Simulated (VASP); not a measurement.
# SrCl (Fm-3m) in VASP: further runs

Runs on SrCl. Level: PBEsol. Tasks: single point, relaxation of cell and atoms.

All numbers are computed with VASP 6.6.1; they aren't measurements. Logs are shortened: lines on timing, memory, paths and dates and some standing lists are left out, and cuts for length are marked.

### Step 1. The cell of the first run

It takes space group Fm-3m (No. 225, cubic). The conventional cell has a = 5.486 Å, b = 5.486 Å, c = 5.486 Å, α = 90.00°, β = 90.00°, γ = 90.00°. Sr (site symmetry m-3m) has 6 Cl at 2.74 Å within 3.6 Å. Within 3.6 Å of Cl (site symmetry m-3m) lie 6 Sr at 2.74 Å.

### Step 2. Single point, PBEsol

The input, INCAR:

```
SYSTEM = SrCl
PREC     = Accurate       ! precision mode
ENCUT    = 520            ! plane-wave cutoff, eV
EDIFF    = 1E-6           ! SCF threshold, eV
ISMEAR   = 0              ! smearing method
SIGMA    = 0.1            ! smearing width, eV
LREAL    = .False.        ! projectors in reciprocal space
LASPH    = .True.         ! aspherical terms in the spheres
NELM     = 80             ! most SCF steps
ALGO     = Normal         ! electronic algorithm
ISIF     = 2              ! what is computed and relaxed
LWAVE    = .False.        ! write WAVECAR
LCHARG   = .False.        ! write CHGCAR
GGA      = PS             ! functional
NBANDS   = 16             ! bands
```

The input, KPOINTS:

```
regular mesh
0
Gamma
  6 6 6
  0 0 0
```

The input, POSCAR:

```
SrCl
1.0
    0.0000000000      2.7428336831      2.7428336831
    2.7428336831      0.0000000000      2.7428336831
    2.7428336831      2.7428336831      0.0000000000
Sr Cl
1 1
Direct
    0.5000000000      0.5000000000      0.5000000000
    0.0000000000      0.0000000000      0.0000000000
```

Potentials or basis: VASP PAW PBE potentials, release 64 (Sr_sv, Cl).

Launch:

```bash
> cat potpaw_PBE.64/Sr_sv/POTCAR potpaw_PBE.64/Cl/POTCAR > POTCAR
> mpirun -np 1 vasp_std > vasp.out
```

OUTCAR:

```text
SYSTEM = SrCl
   PREC = Accurate
   ENCUT = 520
   EDIFF = 1E-6
   ISMEAR = 0
   LREAL = .False.
   LASPH = .True.
   NELM = 80
   ISIF = 2
   GGA = PS

 ion  position               nearest neighbor table
   1  0.500  0.500  0.500-   2 2.74   2 2.74   2 2.74   2 2.74   2 2.74   2 2.74
   2  0.000  0.000  0.000-   1 2.74   1 2.74   1 2.74   1 2.74   1 2.74   1 2.74

  LATTYP: Found a face centered cubic cell.
 ALAT       =     5.4856673662

  Lattice vectors:

 A1 = (   0.0000000000,   2.7428336831,   2.7428336831)
 A2 = (   2.7428336831,   0.0000000000,   2.7428336831)
 A3 = (   2.7428336831,   2.7428336831,   0.0000000000)

Analysis of symmetry for initial positions (statically):
=====================================================================
 Subroutine PRICEL returns:
 Original cell was already a primitive cell.

 Routine SETGRP: Setting up the symmetry group for a
 face centered cubic supercell.

 Subroutine GETGRP returns: Found 48 space group operations
 (whereof 48 operations were pure point group operations)
 out of a pool of 48 trial point group operations.

The static configuration has the point symmetry O_h .

Analysis of symmetry for dynamics (positions and initial velocities):
=====================================================================
 Subroutine PRICEL returns:
 Original cell was already a primitive cell.

 Routine SETGRP: Setting up the symmetry group for a
 face centered cubic supercell.

 Subroutine GETGRP returns: Found 48 space group operations
 (whereof 48 operations were pure point group operations)
 out of a pool of 48 trial point group operations.

The dynamic configuration has the point symmetry O_h .

 Subroutine INISYM returns: Found 48 space group operations
 (whereof 48 operations are pure point group operations),
 and found     1 'primitive' translations

----------------------------------------------------------------------------------------

                                     Primitive cell

  volume of cell :      41.2694

  direct lattice vectors                    reciprocal lattice vectors
     0.000000000  2.742833683  2.742833683    -0.182293226  0.182293226  0.182293226
     2.742833683  0.000000000  2.742833683     0.182293226 -0.182293226  0.182293226
     2.742833683  2.742833683  0.000000000     0.182293226  0.182293226 -0.182293226

  length of vectors
     3.878952594  3.878952594  3.878952594     0.315741129  0.315741129  0.315741129

  position of ions in fractional coordinates (direct lattice)
     0.500000000  0.500000000  0.500000000
     0.000000000  0.000000000  0.000000000

[... 69 lines left out ...]
   EDIFFG = 0.1E-04   stopping-criterion for IOM
   NSW    =      0    number of steps for IOM
   IBRION =     -1    ionic relax: 0-MD 1-quasi-New 2-CG
   NFREE  =      0    steps in history (QN), initial steepest desc. (CG)
   ISIF   =      2    stress and relaxation
   ISYM   =      2    0-nonsym 1-usesym 2-fastsym
   POTIM  = 0.5000    time-step for ionic-motion
   TEBEG  =    0.0;   TEEND  =   0.0 temperature during run
   PSTRESS=    0.0 pullay stress
   NELECT =      17.0000    total number of electrons
   NUPDOWN=      -1.0000    fix difference up-down
   EMIN   =  10.00;   EMAX   =-10.00  energy-range for DOS
   EFERMI =   0.00;   METHOD = LEGACY
   ISMEAR =     0;   SIGMA  =   0.10  broadening in eV -4-tet -1-fermi 0-gaus
   EFERMI_NEDOS =   21; number of points for ismear=-14 and -15
   IALGO  =     38    algorithm
   IMIX   =      4    mixing-type and parameters
     AMIX     =   0.40;   BMIX     =  1.00
     AMIX_MAG =   1.60;   BMIX_MAG =  1.00
  volume/ion in A,a.u.               =      20.63       139.25
  Fermi-wavevector in a.u.,A,eV,Ry     =   1.218096  2.301868 20.187765  1.483759
  Thomas-Fermi vector in A             =   2.353394
   LORBIT       =      0    0 simple, 1 ext, 2 COOP (PROOUT), +10 PAW based schemes
   GGA     = PS    functional components
   LHFCALC =     F    Hartree Fock is set to
   AEXX    =    0.0000 exact exchange contribution
   IVDW    =     0    specifies the selected vdW correction
   LEPSILON=     F    determine dielectric tensor
   LRPA    =     F    only Hartree local field effects (RPA)
 non-spin polarized calculation
 Gauss-broadening in eV      SIGMA  =   0.10
  energy-cutoff  :      520.00
  volume of cell :       41.27
 maximum number of plane-waves:      1139
 NGX is ok and might be reduce to    30
   NGX = 15   NGY = 15   NGZ = 15

 number of electron      17.0000001 magnetization

 Free energy of the ion-electron system (eV)
  ---------------------------------------------------
  ext. energy  EPLUGINS =         0.00000000
  ---------------------------------------------------
  free energy    TOTEN  =        -6.69767973 eV

  energy without entropy =       -6.69126974  energy(sigma->0) =       -6.69447473

 E-fermi :   7.6411     XC(G=0): -10.4782

 val. band max:        7.1437514556   @ k =   0.0000   0.0000   0.0000
 cond. band min:       7.6699497101   @ k =  -0.1667   0.1667   0.0000
 fundamental gap:      0.5261982544
 Fermi energy:         7.6410989577

 k-point     1 :       0.0000    0.0000    0.0000
  band No.  band energies     occupation
      1     -28.8382      2.00000
      2     -11.8738      2.00000
      3     -10.8231      2.00000
      4     -10.8231      2.00000
      5     -10.8231      2.00000
      6       0.9038      2.00000
[... 281 lines left out ...]
      3     -11.4699      2.00000
      4     -11.2383      2.00000
      5     -10.2578      2.00000
      6      -0.1187      2.00000
[... 8 lines left out ...]
     15      15.3412      0.00000
     16      17.3093      0.00000

------------------------ aborting loop because EDIFF is reached ----------------------------------------

  FORCE on cell =-STRESS in cart. coord.  units (eV):
  Direction    XX          YY          ZZ          XY          YZ          ZX
  --------------------------------------------------------------------------------------
  -------------------------------------------------------------------------------------
  Total        3.6275643      3.6275643      3.6275643      0.0000000      0.0000000     -0.0000000
  in kB      140.8306831    140.8306831    140.8306831      0.0000000      0.0000000     -0.0000000
  external PRESSURE =     140.8306831 kB  Pullay stress =       0.0000000 kB

 VOLUME and BASIS-vectors are now :
 -----------------------------------------------------------------------------
  energy-cutoff  :      520.00
  volume of cell :       41.27
      direct lattice vectors                 reciprocal lattice vectors
     0.000000000  2.742833683  2.742833683    -0.182293226  0.182293226  0.182293226
     2.742833683  0.000000000  2.742833683     0.182293226 -0.182293226  0.182293226
     2.742833683  2.742833683  0.000000000     0.182293226  0.182293226 -0.182293226

 POSITION                                       TOTAL-FORCE (eV/Angst)
 -----------------------------------------------------------------------------------
      2.74283      2.74283      2.74283         0.000000      0.000000      0.000000
      0.00000      0.00000      0.00000        -0.000000     -0.000000     -0.000000
 -----------------------------------------------------------------------------------
    total drift:                               -0.000000      0.000000      0.000000

  FREE ENERGIE OF THE ION-ELECTRON SYSTEM (eV)
  ---------------------------------------------------
  free  energy   TOTEN  =        -6.6976797288 eV

  energy  without entropy=       -6.6912697382  energy(sigma->0) =       -6.69447473
```

Run time: 11 s. Hardware: 1 thread of Intel Xeon Platinum 8488C (Sapphire Rapids), shared host; peak memory 0.17 GiB.

Results:

```
Free energy            : -6.6977 eV
Pressure               : 14.1 GPa
Band gap on the k mesh : zero (an odd number of electrons rules out a gap without spin polarisation)
```

Caveat: the cell stands under pressure; the PAW data sets were made with another functional, which shifts forces and pressure a little; an odd number of electrons without spin polarisation forces a metal; a magnetic or distorted state may lie lower.

### Step 3. Single point, PBEsol

This run uses another cell than the first one, of 26.12 Å³/atom.

The input, INCAR:

```
SYSTEM = SrCl
PREC = Accurate
ENCUT = 520
EDIFF = 1E-6
ISMEAR = 0
SIGMA = 0.1
LREAL = .False.
LASPH = .True.
NELM = 80
ALGO = Normal
ISIF = 2
LWAVE = .False.
LCHARG = .False.
GGA = PS
NBANDS = 16
```

The input, KPOINTS:

```
Automatic mesh
0
Gamma
  6 6 6
  0 0 0
```

The input, POSCAR:

```
SrCl
1.0
    0.0000000000      2.9670248283      2.9670248283
    2.9670248283      0.0000000000      2.9670248283
    2.9670248283      2.9670248283      0.0000000000
Sr Cl
1 1
Direct
    0.5000000000      0.5000000000      0.5000000000
    0.0000000000      0.0000000000      0.0000000000
```

Potentials or basis: VASP PAW PBE potentials, release 64 (Sr_sv, Cl).

Launch:

```bash
> cat potpaw_PBE.64/Sr_sv/POTCAR potpaw_PBE.64/Cl/POTCAR > POTCAR
> mpirun -np 1 vasp_std > vasp.out
```

Wall time 9.9 s (1 thread of Intel Xeon Platinum 8488C (Sapphire Rapids), shared host); peak memory 0.18 GiB.

It converged, with:

| Item | Value |
| --- | --- |
| Free energy | -7.0845 eV |
| Pressure | -0.1 GPa |
| Band gap on the k mesh | zero (an odd number of electrons rules out a gap without spin polarisation) |

Levels at points of the mesh, in eV from the Fermi level:
```tsv
k point	band 7	band 8	band 9	band 10	band 11	band 12
(0.00, 0.00, 0.00)	-6.29	-6.29	-1.34	0.71	0.71	0.71
(0.50, 0.00, 0.00)	-6.99	-6.99	1.25	1.73	3.35	3.35
(0.50, 0.50, 0.00)	-6.53	-6.53	-1.41	2.00	2.93	3.97
```

Caveat: the PAW data sets were made with another functional, which shifts forces and pressure a little; an odd number of electrons without spin polarisation forces a metal; a magnetic or distorted state may lie lower.

[end of part 1 of 2]
